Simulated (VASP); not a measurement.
Si30C (a cell with a defect): single point with PBE

The system is Si30C (a cell with a defect).

```
C Si
1.0
    -5.77692    3.33531    6.36502
     5.77692   -3.33531    6.36502
     3.85128    6.67061   -6.36502
C Si
1 30
Direct
  0.12913 0.79595 0.99142
  0.73906 0.57772 0.24792
  0.11436 0.43910 0.49366
  0.61368 0.94880 0.49921
  0.49295 0.33212 0.75468
  0.01227 0.81860 0.79052
  0.87355 0.20136 0.00411
  0.32484 0.72052 0.00513
  0.32188 0.48097 0.24841
  0.82734 0.99090 0.24528
  0.20014 0.86995 0.49987
  0.69046 0.35984 0.49585
  0.56937 0.73935 0.75051
  0.07507 0.23860 0.75101
  0.98049 0.64864 0.00090
  0.44483 0.11421 0.00596
  0.40835 0.24260 0.25292
  0.93144 0.76059 0.24346
  0.29921 0.63474 0.49690
  0.80491 0.13409 0.49793
  0.69080 0.51925 0.75915
  0.17480 0.00397 0.75360
  0.05295 0.39694 0.99943
  0.54328 0.88168 0.00107
  0.49902 0.67741 0.24368
  0.03505 0.16653 0.24767
  0.38093 0.06394 0.49182
  0.88496 0.55002 0.50162
  0.76627 0.92464 0.75524
  0.26013 0.44010 0.75920
  0.63610 0.29896 0.00354
```

```
Program                : VASP 6.6.1
Task                   : single point
Functional             : PBE
Potentials or basis    : VASP PAW PBE potentials, release 64 (C, Si)
Cutoff                 : 520 eV
k mesh                 : 2 × 2 × 2, shifted
Occupations            : gaussian, width 0.02 eV
Spin                   : no spin polarisation
Dipole correction      : no
Further INCAR settings : LREAL = Auto; ALGO = Normal; EDIFF = 1e-07; NBANDS = 83
```

```
Pressure               : -4.5 GPa
Largest force          : 1.339 eV/Å
Band gap on the k mesh : 0.11 eV
```

Forces on the atoms (eV/Å):
```
C   -1.086 -0.650 -0.438
Si   0.034 -0.014  0.051
Si   0.144  0.023  0.045
Si   0.026  0.040  0.008
Si   0.051  0.075  0.034
Si  -0.076 -0.007 -0.056
Si   0.053  0.009  0.022
Si  -0.175 -0.064 -0.034
Si   0.064 -0.004  0.050
Si   0.039 -0.001 -0.004
Si   0.060  0.038  0.029
Si   0.029  0.070  0.039
Si   0.039  0.010  0.014
Si  -0.004  0.021 -0.015
Si  -0.110 -0.064 -0.008
Si   0.064  0.043 -0.019
Si   0.124  0.065  0.160
Si   0.001 -0.003  0.088
Si   0.048  0.009  0.034
Si   0.017  0.015 -0.001
Si   0.036  0.000  0.006
Si   0.013  0.050 -0.039
Si  -0.002  0.012  0.005
Si   0.038 -0.014 -0.010
Si   0.059 -0.023  0.027
Si   0.322 -0.024  0.001
Si   0.111  0.274 -0.008
Si   0.072 -0.031  0.032
Si   0.017  0.077  0.003
Si  -0.055  0.023 -0.006
Si   0.049  0.043 -0.011
```

Stress tensor (GPa, compression positive):
```
-3.87  1.17  0.76
 1.17 -4.37  0.43
 0.76  0.43 -5.14
```

Levels at points of the mesh, in eV from the valence-band top:
| k point | band 59 | band 60 | band 61 | band 62 | band 63 | band 64 | band 65 | band 66 |
| --- | --- | --- | --- | --- | --- | --- | --- | --- |
| (0.25, 0.25, 0.25) | -1.00 | -0.91 | -0.80 | -0.31 | 0.11 | 0.23 | 0.95 | 1.09 |

Wall time 8 min on 1 thread of Intel(R) Xeon(R) Platinum 8488C (Sapphire Rapids), with other jobs on the host, peak memory 0.78 GiB.
